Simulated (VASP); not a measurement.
The system is LiBr.

```
Li Br
1.0
     0.00000    2.73957    2.73957
     2.73957    0.00000    2.73957
     2.73957    2.73957    0.00000
Li Br
1 1
Direct
  0.00000 0.00000 0.00000
  0.50000 0.50000 0.50000
```

Base run:

| Quantity | Value |
| --- | --- |
| Program | VASP 6.6.1 |
| Functional | r2SCAN |
| Potentials or basis | VASP PAW PBE potentials, release 64 (Li_sv, Br) |
| Cutoff | 830 eV |
| k mesh | 6 × 6 × 6 |
| Occupations | gaussian, width 0.01 eV |
| Spin | no spin polarisation |

Its results: band gap on the k mesh 5.93 eV; pressure -0.4 GPa.

Problem. The run is repeated on the same cell with these changes: functional from r2SCAN to PBE; cutoff from 830 eV to 750 eV. What comes out?

Solution. Band gap on the k mesh 4.99 eV; pressure 0.4 GPa.

Caveats: the PAW data sets were made with another functional, which shifts forces and pressure a little (at least some runs).

A k mesh can miss the band edges.
